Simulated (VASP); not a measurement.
A run of VASP 6.6.1:

POSCAR

```
Rb
1.0
    0.0000000000      3.6292040471      3.6292040471
    3.6292040471      0.0000000000      3.6292040471
    3.6292040471      3.6292040471      0.0000000000
Rb
1
Direct
    0.0000000000      0.0000000000      0.0000000000
```

Contents of INCAR.step1:

```
SYSTEM = Rb
  PREC = Accurate
  ENCUT = 550
  ISMEAR = -1
  SIGMA = 0.1
  LREAL = .FALSE.
  LASPH = .TRUE.
  NELM = 120
  NBANDS = 10
  GGA = PE
  ALGO = Normal
  EDIFF = 1E-5
  LWAVE = .TRUE.
  LCHARG = .FALSE.
  GGA_COMPAT = .FALSE.
```

The input INCAR.step2:

```
SYSTEM = Rb
  PREC = Accurate
  ENCUT = 550
  EDIFF = 1E-6
  ISMEAR = -1
  SIGMA = 0.1
  LREAL = .FALSE.
  LASPH = .TRUE.
  NELM = 120
  ALGO = Normal
  ISIF = 2
  LWAVE = .FALSE.
  LCHARG = .TRUE.
  METAGGA = R2SCAN
  LMIXTAU = .TRUE.
  LELF = .TRUE.
  LVHAR = .TRUE.
  NBANDS = 10
  ISTART = 1
  GGA_COMPAT = .FALSE.
```

Contents of KPOINTS:

```
regular mesh
0
G
  12 12 12
  0 0 0
```

Potentials or basis: VASP PAW PBE potentials, release 64 (Rb_sv).

Run with:

```console
$ cat potpaw_PBE.64/Rb_sv/POTCAR > POTCAR
$ cp INCAR.step1 INCAR
$ mpirun -np 1 vasp_std > vasp.out
$ cp INCAR.step2 INCAR
$ mpirun -np 1 vasp_std > vasp.out
```

Hardware: 1 thread of Intel(R) Xeon(R) Platinum 8375C CPU @ 2.90GHz (Ice Lake), with other jobs on the host.

How long does it take, and how much memory?

Run time: 5.4 min on 1 thread of Intel(R) Xeon(R) Platinum 8375C CPU @ 2.90GHz (Ice Lake) (shared host), peak memory 0.29 GiB. Counts: k points 72.
